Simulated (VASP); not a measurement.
AlNi, 2 atoms in the cell. Symmetry: Pm-3m, No. 221, cubic system. Conventional cell: a = 2.753 Å, b = 2.753 Å, c = 2.753 Å, α = 90.00°, β = 90.00°, γ = 90.00°. Al (site symmetry m-3m) has 8 Ni at 2.38 Å and 6 Al at 2.75 Å within 3.1 Å. Ni (site symmetry m-3m) has 8 Al at 2.38 Å and 6 Ni at 2.75 Å within 3.1 Å. 

```yaml
Program: VASP 6.6.1
Task: relaxation of cell and atoms
Functional: PBEsol
Potentials_or_basis: VASP PAW PBE potentials, release 64 (Al, Ni)
Cutoff: 600 eV
k_mesh: 14 × 14 × 14
Occupations: gaussian, width 0.1 eV
Spin: no spin polarisation
Target_pressure: 25 GPa
Dipole_correction: no
Further_INCAR_settings: ALGO = Normal; EDIFF = 1e-07; IBRION = 2; EDIFFG = -0.008; NSW = 70; ISIF = 3
```

Potentials or basis: VASP PAW PBE potentials, release 64 (Al, Ni).

Launch:

```sh
$ cat potpaw_PBE.64/Al/POTCAR potpaw_PBE.64/Ni/POTCAR > POTCAR
$ mpirun -np 1 vasp_std > vasp.out
```

Hardware: 1 thread of Intel(R) Xeon(R) Platinum 8375C CPU @ 2.90GHz (Ice Lake), with other jobs on the host.

**Question.** Estimate the wall time of this run.

**Answer.** Wall time 48 s on 1 thread of Intel(R) Xeon(R) Platinum 8375C CPU @ 2.90GHz (Ice Lake), on a shared host, peak memory 0.17 GiB. Counts: scf iterations 28, k points 120, ion steps 3.
